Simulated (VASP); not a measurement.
# Al (P6_3/mmc) in VASP: a series of runs

The runs below take Al through single point, with PBE+D3(BJ).

Everything below comes from runs of VASP 6.6.1. Logs are shortened: lines on timing, memory, paths and dates and some standing lists are left out, and cuts for length are marked.

## (1) The cell of the first run

It takes space group P6_3/mmc (No. 194, hexagonal). Conventional cell: a = 2.890 Å, b = 2.890 Å, c = 9.241 Å, α = 90.00°, β = 90.00°, γ = 120.00°. Al (site symmetry -3m) has 12 Al at 2.85 to 2.89 Å within 3.8 Å. Al (site symmetry -6m2) has 12 Al at 2.85 to 2.89 Å within 3.8 Å.

This isn't the form of Al at room conditions, which is fcc.

## (2) Single point, PBE+D3(BJ)

Input file INCAR:

```
ALGO = Normal
EDIFF = 1E-6
ENCUT = 520
GGA = PE
ISIF = 2
ISMEAR = 0
IVDW = 12
LASPH = True
LCHARG = False
LREAL = False
LWAVE = False
NBANDS = 14
NELM = 60
PREC = Accurate
SIGMA = 0.15
```

Input file KPOINTS:

```
k-points
0
Gamma
  18 18 4
```

Input file POSCAR:

```
Al
1.0
    2.8895673394      0.0000000000      0.0000000000
   -1.4447836697      2.5024387218      0.0000000000
    0.0000000000      0.0000000000      9.2410470711
Al
4
Direct
    0.0000000000      0.0000000000      0.0000000000
    0.3333333333      0.6666666667      0.2500000000
    0.0000000000      0.0000000000      0.5000000000
    0.6666666667      0.3333333333      0.7500000000
```

Potentials or basis: VASP PAW PBE potentials, release 64 (Al).

Run with:

```sh
$ cat potpaw_PBE.64/Al/POTCAR > POTCAR
$ mpirun -np 1 vasp_std > vasp.out
```

OUTCAR:

```text
EDIFF = 1E-6
   ENCUT = 520
   GGA = PE
   ISIF = 2
   ISMEAR = 0
   IVDW = 12
   LASPH = True
   LREAL = False
   NELM = 60
   PREC = Accurate
 IVDW          = 12

 ion  position               nearest neighbor table
   1  0.000  0.000  0.000-   2 2.85   4 2.85   2 2.85   4 2.85   4 2.85   2 2.85
   2  0.333  0.667  0.250-   1 2.85   3 2.85   1 2.85   3 2.85   1 2.85   3 2.85
   3  0.000  0.000  0.500-   2 2.85   4 2.85   2 2.85   4 2.85   4 2.85   2 2.85
   4  0.667  0.333  0.750-   1 2.85   3 2.85   1 2.85   3 2.85   1 2.85   3 2.85

  LATTYP: Found a hexagonal cell.
 ALAT       =     2.8895673394
 C/A-ratio  =     3.1980729243

  Lattice vectors:

 A1 = (   2.8895673394,   0.0000000000,   0.0000000000)
 A2 = (  -1.4447836697,   2.5024387218,   0.0000000000)
 A3 = (   0.0000000000,   0.0000000000,   9.2410470711)

Analysis of symmetry for initial positions (statically):
=====================================================================
 Subroutine PRICEL returns:
 Original cell was already a primitive cell.

 Routine SETGRP: Setting up the symmetry group for a
 hexagonal supercell.

 Subroutine GETGRP returns: Found 24 space group operations
 (whereof 12 operations were pure point group operations)
 out of a pool of 24 trial point group operations.

The static configuration has the point symmetry D_3d.
 The point group associated with its full space group is D_6h.

Analysis of symmetry for dynamics (positions and initial velocities):
=====================================================================
 Subroutine PRICEL returns:
 Original cell was already a primitive cell.

 Routine SETGRP: Setting up the symmetry group for a
 hexagonal supercell.

 Subroutine GETGRP returns: Found 24 space group operations
 (whereof 12 operations were pure point group operations)
 out of a pool of 24 trial point group operations.

The dynamic configuration has the point symmetry D_3d.
 The point group associated with its full space group is D_6h.

 Subroutine INISYM returns: Found 24 space group operations
 (whereof 12 operations are pure point group operations),
 and found     1 'primitive' translations

----------------------------------------------------------------------------------------

                                     Primitive cell

  volume of cell :      66.8217

  direct lattice vectors                    reciprocal lattice vectors
     2.889567339  0.000000000  0.000000000     0.346072572  0.199805092  0.000000000
    -1.444783670  2.502438722  0.000000000     0.000000000  0.399610185  0.000000000
[... 104 lines left out ...]
   ISMEAR =     0;   SIGMA  =   0.15  broadening in eV -4-tet -1-fermi 0-gaus
   EFERMI_NEDOS =   21; number of points for ismear=-14 and -15
   IALGO  =     38    algorithm
   IMIX   =      4    mixing-type and parameters
     AMIX     =   0.40;   BMIX     =  1.00
     AMIX_MAG =   1.60;   BMIX_MAG =  1.00
  volume/ion in A,a.u.               =      16.71       112.73
  Fermi-wavevector in a.u.,A,eV,Ry     =   0.923626  1.745400 11.606923  0.853085
  Thomas-Fermi vector in A             =   2.049283
   LORBIT       =      0    0 simple, 1 ext, 2 COOP (PROOUT), +10 PAW based schemes
   GGA     = PE    functional components
   LHFCALC =     F    Hartree Fock is set to
   AEXX    =    0.0000 exact exchange contribution
   IVDW    =    12    specifies the selected vdW correction
   LEPSILON=     F    determine dielectric tensor
   LRPA    =     F    only Hartree local field effects (RPA)
 non-spin polarized calculation
 Gauss-broadening in eV      SIGMA  =   0.15
  energy-cutoff  :      520.00
  volume of cell :       66.82
 maximum number of plane-waves:      1834
 NGX is ok and might be reduce to    24
   NGX = 11   NGY = 11   NGZ = 35

 number of electron      12.0000000 magnetization

 Free energy of the ion-electron system (eV)
  ---------------------------------------------------
  ext. energy  EPLUGINS =         0.00000000
  ---------------------------------------------------
  free energy    TOTEN  =       -14.93303732 eV

  energy without entropy =      -14.91496169  energy(sigma->0) =      -14.92399951

 E-fermi :   7.8567     XC(G=0): -10.1526

 val. band max:        7.8441995357   @ k =   0.2778   0.1111   0.2500
 cond. band min:       7.8863311437   @ k =   0.1667   0.0000   0.5000
 fundamental gap:      0.0421316081
 Fermi energy:         7.8566586968

 k-point     1 :       0.0000    0.0000    0.0000
  band No.  band energies     occupation
      1      -3.1793      2.00000
      2      -1.4579      2.00000
      3      -1.4535      2.00000
      4       3.4411      2.00000
      5       3.7658      2.00000
      6      11.6729      0.00000
      7      11.6883      0.00000
      8      18.1039      0.00000
      9      18.1039      0.00000
     10      18.3480      0.00000
     11      18.3480      0.00000
     12      19.4096      0.00000
     13      19.4101      0.00000
     14      19.6318      0.00000
[... 377 lines left out ...]
      1       1.6245      2.00000
      2       3.2655      2.00000
      3       3.2801      2.00000
      4       4.1326      2.00000
      5       5.7866      2.00000
      6       5.8348      2.00000
      7       8.0155      0.13413
      8       8.4962      0.00000
      9      10.1417      0.00000
     10      10.4246      0.00000
     11      11.2716      0.00000
     12      12.0159      0.00000
     13      12.2015      0.00000
     14      15.9980      0.00000

 [... further k-points ...]

------------------------ aborting loop because EDIFF is reached ----------------------------------------

 Edisp (eV)   -1.32800

 E8    (eV) :    -0.5937

  FORCE on cell =-STRESS in cart. coord.  units (eV):
  Direction    XX          YY          ZZ          XY          YZ          ZX
  --------------------------------------------------------------------------------------
  -------------------------------------------------------------------------------------
  Total      -1.96034    -1.96034    -1.09555    -0.00000     0.00000    -0.00000
  in kB     -47.00277   -47.00277   -26.26783    -0.00000     0.00000    -0.00000
  external pressure =      -40.09 kB  Pullay stress =        0.00 kB

 VOLUME and BASIS-vectors are now :
 -----------------------------------------------------------------------------
  energy-cutoff  :      520.00
  volume of cell :       66.82
      direct lattice vectors                 reciprocal lattice vectors
     2.889567339  0.000000000  0.000000000     0.346072572  0.199805092  0.000000000
    -1.444783670  2.502438722  0.000000000     0.000000000  0.399610185  0.000000000
     0.000000000  0.000000000  9.241047071     0.000000000  0.000000000  0.108212846

 POSITION                                       TOTAL-FORCE (eV/Angst)
 -----------------------------------------------------------------------------------
      0.00000      0.00000      0.00000        -0.000000      0.000000     -0.000000
     -0.00000      1.66829      2.31026         0.000000     -0.000000      0.000000
      0.00000      0.00000      4.62052        -0.000000      0.000000     -0.000000
      1.44478      0.83415      6.93079         0.000000     -0.000000      0.000000
 -----------------------------------------------------------------------------------
    total drift:                               -0.000000      0.000000      0.000000

  FREE ENERGIE OF THE ION-ELECTRON SYSTEM (eV)
  ---------------------------------------------------
  free  energy   TOTEN  =       -16.2610407133 eV

  energy  without entropy=      -16.2429650828  energy(sigma->0) =      -16.25200290
```

OSZICAR:

```text
N       E                     dE             d eps       ncg     rms          rms(c)
DAV:   1     0.517756455298E+01    0.51776E+01   -0.41294E+03  3116   0.655E+02
DAV:   2    -0.143763232497E+02   -0.19554E+02   -0.18017E+02  4012   0.869E+01
DAV:   3    -0.150215186301E+02   -0.64520E+00   -0.63806E+00  4118   0.128E+01
DAV:   4    -0.150259969531E+02   -0.44783E-02   -0.44774E-02  3710   0.133E+00
DAV:   5    -0.150260496418E+02   -0.52689E-04   -0.52689E-04  4078   0.147E-01    0.255E+00
DAV:   6    -0.149719728637E+02    0.54077E-01   -0.64558E-03  3622   0.457E-01    0.148E+00
DAV:   7    -0.149334660609E+02    0.38507E-01   -0.16517E-02  3468   0.685E-01    0.217E-01
DAV:   8    -0.149330493293E+02    0.41673E-03   -0.25890E-04  4350   0.847E-02    0.215E-02
DAV:   9    -0.149330380311E+02    0.11298E-04   -0.13748E-05  3774   0.176E-02    0.473E-03
DAV:  10    -0.149330373222E+02    0.70893E-06   -0.36132E-07  2660   0.407E-03
   1 F= -.16261041E+02 E0= -.16252003E+02  d E =-.180756E-01
```

Wall time 2.1 min (1 thread of Intel Xeon 8259CL, shared host); peak memory 0.23 GiB.

What came out:

```yaml
Free_energy: -16.2610 eV
Pressure: -4.0 GPa
Band_gap_on_the_k_mesh: zero (bands 6 and 7 overlap by 5.73 eV)
Dispersion_energy_per_atom: -0.332 eV
```

Stress tensor (GPa, compression positive):
```
-4.70  0.00  0.00
 0.00 -4.70  0.00
 0.00  0.00 -2.63
```

Caveat: the cell stands under tension.

(Part 1 of 2 ends here.)

The gap in the log of VASP goes by the Fermi energy; the results here count the filled bands.